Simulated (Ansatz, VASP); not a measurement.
KI in VASP and in Ansatz

```
K I
1.0
     5.06804    0.00000    0.00000
    -2.53402    4.38905    0.00000
     0.00000    0.00000    8.83828
K I
2 2
Cartesian
  0.0000 0.0000 0.0000
  0.0000 0.0000 4.4191
  0.0000 2.9260 2.2096
  2.5340 1.4630 6.6287
```

Alike in both runs: task single point; functional PBE; k mesh 6 × 6 × 4; no spin polarisation.

```csv
,VASP,Ansatz
version,VASP 6.6.1,Ansatz 0.2.0
potentials or method,"VASP PAW PBE potentials, release 64 (K_sv, I)","plane waves, PAW"
plane-wave cutoff (eV),520,420
occupations,"gaussian, width 0.01 eV",fixed
valence electrons in the cell,32,52
```

```csv
,VASP,Ansatz,Ansatz less VASP
gap on the k mesh at the Fermi level (eV),3.66,3.66,+0.003
pressure (GPa),-0.5,-0.5,-0.01
```

VASP's potentials hold 32 valence electrons a cell and Ansatz's 52, so a difference there can come from the potentials and not from the codes.

Spin-orbit coupling is off throughout.
